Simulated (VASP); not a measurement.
# As2Se (I4_1/amd) in VASP: relaxation of cell and atoms with r2SCAN

Aim: the relaxation of cell and atoms of As2Se with r2SCAN.

Program: VASP 6.6.1. These are calculated values, not measurements. Logs are shortened: lines on timing, memory, paths and dates and some standing lists are left out, and cuts for length are marked.

## 1. The cell of the first run

Symmetry: I4_1/amd, No. 141, tetragonal system. The conventional cell has a = 7.059 Å, b = 7.059 Å, c = 5.307 Å, α = 90.00°, β = 90.00°, γ = 90.00°. Within 3.6 Å of As (site symmetry 2/m) lie 2 Se at 2.66 Å and 6 As at 2.83 to 3.53 Å. Within 3.5 Å of Se (site symmetry -4m2) lie 4 As at 2.66 Å.

## 2. Relaxation of cell and atoms, r2SCAN

The input, POSCAR:

```
As2Se
1.0
   -3.5294180000      3.5294180000      2.6535710000
    3.5294180000     -3.5294180000      2.6535710000
    3.5294180000      3.5294180000     -2.6535710000
As Se
4 2
Direct
    0.8750000000      0.1250000000      0.7500000000
    0.3750000000      0.1250000000      0.2500000000
    0.8750000000      0.6250000000      0.7500000000
    0.8750000000      0.1250000000      0.2500000000
    0.5000000000      0.5000000000      0.0000000000
    0.2500000000      0.7500000000      0.5000000000
```

The input, INCAR.step1:

```
PREC     = Accurate       # precision mode
ENCUT    = 600            # plane-wave cutoff, eV
ISMEAR   = 0              # smearing method
SIGMA    = 0.1            # smearing width, eV
LREAL    = F              # projectors in reciprocal space
LASPH    = T              # aspherical terms in the spheres
NELM     = 60             # most SCF steps
GGA      = PE             # functional
ALGO     = Normal         # electronic algorithm
EDIFF    = 1E-4           # SCF threshold, eV
LWAVE    = T              # write WAVECAR
LCHARG   = F              # write CHGCAR
```

The input, INCAR.step2:

```
PREC     = Accurate       # precision mode
ENCUT    = 600            # plane-wave cutoff, eV
EDIFF    = 1E-6           # SCF threshold, eV
ISMEAR   = 0              # smearing method
SIGMA    = 0.1            # smearing width, eV
LREAL    = F              # projectors in reciprocal space
LASPH    = T              # aspherical terms in the spheres
NELM     = 60             # most SCF steps
ALGO     = Normal         # electronic algorithm
ISIF     = 3              # what is computed and relaxed
LWAVE    = F              # write WAVECAR
LCHARG   = F              # write CHGCAR
METAGGA  = R2SCAN         # meta-GGA
LMIXTAU  = T            
IBRION   = 2              # ionic algorithm
NSW      = 80             # ionic steps
EDIFFG   = -0.01          # ionic threshold
ISTART   = 1
```

The input, KPOINTS:

```
Automatic mesh
0
Gamma
  8 8 8
```

Potentials or basis: VASP PAW PBE potentials, release 64 (As, Se).

Run with:

```sh
> cat potpaw_PBE.64/As/POTCAR potpaw_PBE.64/Se/POTCAR > POTCAR
> cp INCAR.step1 INCAR
> mpirun -np 1 vasp_std > vasp.out
> cp INCAR.step2 INCAR
> mpirun -np 1 vasp_std > vasp.out
```

OUTCAR:

```text
PREC = Accurate
   ENCUT = 600
   EDIFF = 1E-6
   ISMEAR = 0
   LREAL = F
   LASPH = T
   NELM = 60
   ISIF = 3
   METAGGA = R2SCAN
   IBRION = 2
   NSW = 80
   EDIFFG = -0.01
   ISTART = 1

 ion  position               nearest neighbor table
   1  0.875  0.125  0.750-   5 2.66   6 2.66   4 2.83   4 2.83   3 2.83   3 2.83
   2  0.375  0.125  0.250-   5 2.66   6 2.66   3 2.83   4 2.83   4 2.83   3 2.83
   3  0.875  0.625  0.750-   5 2.66   6 2.66   1 2.83   2 2.83   1 2.83   2 2.83
   4  0.875  0.125  0.250-   6 2.66   5 2.66   2 2.83   1 2.83   1 2.83   2 2.83
   5  0.500  0.500  0.000-   4 2.66   2 2.66   3 2.66   1 2.66
   6  0.250  0.750  0.500-   1 2.66   2 2.66   3 2.66   4 2.66

  LATTYP: Found a body centered tetragonal cell.
 ALAT       =     7.0588360000
 C/A-ratio  =     0.7518437884

  Lattice vectors:

 A1 = (  -3.5294180000,   3.5294180000,   2.6535710000)
 A2 = (   3.5294180000,  -3.5294180000,   2.6535710000)
 A3 = (   3.5294180000,   3.5294180000,  -2.6535710000)

Analysis of symmetry for initial positions (statically):
=====================================================================
 Subroutine PRICEL returns:
 Original cell was already a primitive cell.

 Routine SETGRP: Setting up the symmetry group for a
 body centered tetragonal supercell.

 Subroutine GETGRP returns: Found 16 space group operations
 (whereof  8 operations were pure point group operations)
 out of a pool of 16 trial point group operations.

The static configuration has the point symmetry D_2d.
 The point group associated with its full space group is D_4h.

Analysis of symmetry for dynamics (positions and initial velocities):
=====================================================================
 Subroutine PRICEL returns:
 Original cell was already a primitive cell.

 Routine SETGRP: Setting up the symmetry group for a
 body centered tetragonal supercell.

 Subroutine GETGRP returns: Found 16 space group operations
 (whereof  8 operations were pure point group operations)
 out of a pool of 16 trial point group operations.

The dynamic configuration has the point symmetry D_2d.
 The point group associated with its full space group is D_4h.

 Subroutine INISYM returns: Found 16 space group operations
 (whereof  8 operations are pure point group operations),
 and found     1 'primitive' translations

----------------------------------------------------------------------------------------

                                     Primitive cell

  volume of cell :     132.2199

  direct lattice vectors                    reciprocal lattice vectors
    -3.529418000  3.529418000  2.653571000     0.000000000  0.141666416  0.188425333
     3.529418000 -3.529418000  2.653571000     0.141666416  0.000000000  0.188425333
     3.529418000  3.529418000 -2.653571000     0.141666416  0.141666416  0.000000000

  length of vectors
     5.652877311  5.652877311  5.652877311     0.235740280  0.235740280  0.200346567

  position of ions in fractional coordinates (direct lattice)
     0.875000000  0.125000000  0.750000000
     0.375000000  0.125000000  0.250000000
     0.875000000  0.625000000  0.750000000
     0.875000000  0.125000000  0.250000000
     0.500000000  0.500000000  0.000000000
     0.250000000  0.750000000  0.500000000

  ion indices of the primitive-cell ions
   primitive index   ion index
                 1           1
                 2           2
                 3           3
                 4           4
                 5           5
                 6           6

----------------------------------------------------------------------------------------

 KPOINTS: Automatic mesh

Automatic generation of k-mesh.
 Grid dimensions read from file:
 generate k-points for:    8    8    8

 Generating k-lattice:

  Cartesian coordinates                     Fractional coordinates (reciprocal lattice)
     0.000000000  0.017708302  0.023553167     0.125000000 -0.000000000  0.000000000
     0.017708302  0.000000000  0.023553167    -0.000000000  0.125000000  0.000000000
     0.017708302  0.017708302  0.000000000     0.000000000  0.000000000  0.125000000

  Length of vectors
     0.029467535  0.029467535  0.025043321

  Shift w.r.t. Gamma in fractional coordinates (k-lattice)
     0.000000000  0.000000000  0.000000000

 Subroutine IBZKPT returns following result:
 ===========================================

 Found     59 irreducible k-points:

 Following reciprocal coordinates:
            Coordinates               Weight
  0.000000  0.000000  0.000000      1.000000
  0.125000 -0.000000  0.000000      8.000000
  0.250000 -0.000000  0.000000      8.000000
  0.375000  0.000000  0.000000      8.000000
  0.500000 -0.000000  0.000000      4.000000
  0.125000  0.125000  0.000000      8.000000
[... 16 lines left out ...]
  0.250000  0.125000  0.125000     16.000000
  0.375000  0.125000  0.125000      8.000000
 [... further k-points ...]
   k-points           NKPTS =     59   k-points in BZ     NKDIM =     59   number of bands    NBANDS=     20
   number of dos      NEDOS =    301   number of ions     NIONS =      6
   total plane-waves  NPLWV = 110592
   dimension x,y,z NGX =    48 NGY =   48 NGZ =   48
   dimension x,y,z NGXF=    96 NGYF=   96 NGZF=   96
   ions per type =               4   2
   NGX,Y,Z   is equivalent  to a cutoff of  14.12, 14.12, 14.12 a.u.
   NGXF,Y,Z  is equivalent  to a cutoff of  28.23, 28.23, 28.23 a.u.
 SYSTEM =  unknown system
   PREC   = accura    normal or accurate (medium, high low for compatibility)
   ISTART =      1    job   : 0-new  1-cont  2-samecut
   ICHARG =      0    charge: 1-file 2-atom 10-const
   ISPIN  =      1    spin polarized calculation?
   LNONCOLLINEAR =      F non collinear calculations
   LSORBIT =      F    spin-orbit coupling
   LASPH  =      T    aspherical Exc in radial PAW
   ENCUT  =  600.0 eV  44.10 Ry    6.64 a.u.  11.29 11.29 11.29*2*pi/ulx,y,z
   NELM   =     60;   NELMIN=  2; NELMDL=  0     # of ELM steps
   EDIFF  = 0.1E-05   stopping-criterion for ELM
   LREAL  =      F    real-space projection
   EDIFFG = -.1E-01   stopping-criterion for IOM
   NSW    =     80    number of steps for IOM
   IBRION =      2    ionic relax: 0-MD 1-quasi-New 2-CG
   NFREE  =      1    steps in history (QN), initial steepest desc. (CG)
   ISIF   =      3    stress and relaxation
   ISYM   =      2    0-nonsym 1-usesym 2-fastsym
   POTIM  = 0.5000    time-step for ionic-motion
   TEBEG  =    0.0;   TEEND  =   0.0 temperature during run
   PSTRESS=    0.0 pullay stress
   NELECT =      32.0000    total number of electrons
   NUPDOWN=      -1.0000    fix difference up-down
   EMIN   =  10.00;   EMAX   =-10.00  energy-range for DOS
   EFERMI =   0.00;   METHOD = LEGACY
   ISMEAR =     0;   SIGMA  =   0.10  broadening in eV -4-tet -1-fermi 0-gaus
   EFERMI_NEDOS =   21; number of points for ismear=-14 and -15
   IALGO  =     38    algorithm
   IMIX   =      4    mixing-type and parameters
     AMIX     =   0.40;   BMIX     =  1.00
     AMIX_MAG =   1.60;   BMIX_MAG =  1.00
  volume/ion in A,a.u.               =      22.04       148.71
  Fermi-wavevector in a.u.,A,eV,Ry     =   1.020217  1.927930 14.161523  1.040843
  Thomas-Fermi vector in A             =   2.153774
   LORBIT       =      0    0 simple, 1 ext, 2 COOP (PROOUT), +10 PAW based schemes
   METAGGA = R2SCAN    functional components
   LHFCALC =     F    Hartree Fock is set to
   AEXX    =    0.0000 exact exchange contribution
   IVDW    =     0    specifies the selected vdW correction
   LEPSILON=     F    determine dielectric tensor
   LRPA    =     F    only Hartree local field effects (RPA)
 conjugate gradient relaxation of ions
 non-spin polarized calculation
 Gauss-broadening in eV      SIGMA  =   0.10
  energy-cutoff  :      600.00
  volume of cell :      132.22
 maximum number of plane-waves:      4431
 NGX is ok and might be reduce to    48
   NGX = 23   NGY = 23   NGZ = 23

--------------------------------------- Ionic step        1  -------------------------------------------

 number of electron      32.0000000 magnetization

 Free energy of the ion-electron system (eV)
  ---------------------------------------------------
  ext. energy  EPLUGINS =         0.00000000
  ---------------------------------------------------
  free energy    TOTEN  =       -86.71073262 eV

  energy without entropy =      -86.70030138  energy(sigma->0) =      -86.70551700

 E-fermi :   4.6199     XC(G=0): -10.3970

 val. band max:        4.6048029172   @ k =   0.5000   0.5000   0.0000
 cond. band min:       4.6272033038   @ k =   0.5000   0.1250   0.0000
 fundamental gap:      0.0224003866
 Fermi energy:         4.6198867940

 k-point     1 :       0.0000    0.0000    0.0000
  band No.  band energies     occupation
      1     -11.1499      2.00000
      2      -8.8977      2.00000
      3      -6.2369      2.00000
      4      -6.2363      2.00000
      5      -6.2363      2.00000
      6      -4.4443      2.00000
[... 12 lines left out ...]
     19       7.7099      0.00000
[... 513 lines left out ...]
      4      -7.5708      2.00000
      5      -5.4731      2.00000
      6      -3.8809      2.00000
[... 12 lines left out ...]
     19       6.6067      0.00000
     20       7.1990      0.00000

 [... further k-points ...]

------------------------ aborting loop because EDIFF is reached ----------------------------------------

  FORCE on cell =-STRESS in cart. coord.  units (eV):
  Direction    XX          YY          ZZ          XY          YZ          ZX
  --------------------------------------------------------------------------------------
  -------------------------------------------------------------------------------------
  Total       -1.0951818     -1.0951818     -2.0971338      0.0000000     -0.0000000      0.0000000
  in kB      -13.2708850    -13.2708850    -25.4120574      0.0000000     -0.0000000      0.0000000
  external PRESSURE =     -17.3179425 kB  Pullay stress =       0.0000000 kB
[... 185 lines left out ...]
  energy  without entropy=      -86.7187195966  energy(sigma->0) =      -86.72383524

--------------------------------------- Ionic step        6  -------------------------------------------

 number of electron      32.0000001 magnetization

 Free energy of the ion-electron system (eV)
  ---------------------------------------------------
  ext. energy  EPLUGINS =         0.00000000
  ---------------------------------------------------
  free energy    TOTEN  =       -86.72899485 eV

  energy without entropy =      -86.71872841  energy(sigma->0) =      -86.72386163

 E-fermi :   4.8761     XC(G=0): -10.4924

 val. band max:        4.8424093605   @ k =   0.5000   0.5000   0.0000
 cond. band min:       4.8794976097   @ k =   0.5000   0.5000   0.2500
 fundamental gap:      0.0370882493
 Fermi energy:         4.8761310660

 k-point     1 :       0.0000    0.0000    0.0000
  band No.  band energies     occupation
      1     -11.1105      2.00000
      2      -8.7788      2.00000
      3      -6.0720      2.00000
      4      -6.0720      2.00000
      5      -5.9883      2.00000
      6      -4.2364      2.00000
[... 12 lines left out ...]
     19       8.0121      0.00000
[... 513 lines left out ...]
      4      -7.4481      2.00000
      5      -5.2841      2.00000
      6      -3.6305      2.00000
[... 12 lines left out ...]
     19       6.9229      0.00000
     20       7.5295      0.00000

 [... further k-points ...]

------------------------ aborting loop because EDIFF is reached ----------------------------------------

  FORCE on cell =-STRESS in cart. coord.  units (eV):
  Direction    XX          YY          ZZ          XY          YZ          ZX
  --------------------------------------------------------------------------------------
  -------------------------------------------------------------------------------------
  Total       -0.0210539     -0.0210539     -0.0312467      0.0000000      0.0000000      0.0000000
  in kB       -0.2605912     -0.2605912     -0.3867511      0.0000000      0.0000000      0.0000000
  external PRESSURE =      -0.3026445 kB  Pullay stress =       0.0000000 kB
[... 21 lines left out ...]
  FREE ENERGIE OF THE ION-ELECTRON SYSTEM (eV)
  ---------------------------------------------------
  free  energy   TOTEN  =       -86.7289948526 eV

  energy  without entropy=      -86.7187284133  energy(sigma->0) =      -86.72386163

 reached required accuracy - stopping structural energy minimisation
```

Run time: 56 min. Hardware: 1 thread of Oxide Virtual Turin-like, shared host; peak memory 0.45 GiB.

Results:

| Quantity | Value |
| --- | --- |
| Free energy | -86.7290 eV |
| Relaxed volume | 21.57 Å³/atom |
| Relaxed cell | a = 5.618 Å, b = 5.618 Å, c = 5.618 Å, α = 102.58°, β = 102.58°, γ = 124.37° |
| Space group after relaxing (to 0.1 Å) | I4_1/amd (No. 141) |
| Energy gained by relaxing | 3.0 meV/atom |
| Ionic steps | 6 |
| Pressure after relaxing | 0.0 GPa |
| Band gap on the k mesh | zero (bands 16 and 17 overlap by 0.50 eV) |

The path:
| step | energy change (eV) | largest force (eV/Å) | pressure (GPa) | volume (Å³) |
| --- | --- | --- | --- | --- |
| 1 | 0.0000 | 0.0000 | -1.73 | 132.22 |
| 2 | -0.0128 | 0.0000 | 1.06 | 127.71 |
| 3 | -0.0181 | 0.0000 | 0.04 | 129.26 |
| 4 | -0.0181 | 0.0000 | 0.01 | 129.32 |
| 5 | -0.0182 | 0.0000 | -0.01 | 129.38 |
| 6 | -0.0183 | 0.0000 | -0.03 | 129.44 |

Final structure:
```
CELL_PARAMETERS angstrom
-3.51356 3.51356 2.62137
3.51356 -3.51356 2.62137
3.51356 3.51356 -2.62137
ATOMIC_POSITIONS crystal
As 0.87500 0.12500 0.75000
As 0.37500 0.12500 0.25000
As 0.87500 0.62500 0.75000
As 0.87500 0.12500 0.25000
Se 0.50000 0.50000 0.00000
Se 0.25000 0.75000 0.50000
```

Levels at points of the mesh, in eV from the Fermi level:
```
           k point  band 12  band 13  band 14  band 15  band 16  band 17  band 18  band 19  band 20
(0.00, 0.00, 0.00)    -3.25    -3.25    -2.87    -2.87    -1.05     2.61     3.14     3.14     3.81
(0.50, 0.00, 0.00)    -2.67    -1.89    -1.69    -0.64    -0.04     0.21     0.62     1.64     2.76
(0.50, 0.50, 0.00)    -2.50    -1.55    -1.55    -1.24    -1.24    -0.03    -0.03     2.03     2.03
(0.50, 0.50, 0.50)    -2.55    -0.85    -0.85    -0.48    -0.48     0.37     0.37     0.42     0.42
```

Caveat: the PAW data sets were made with another functional, which shifts forces and pressure a little.
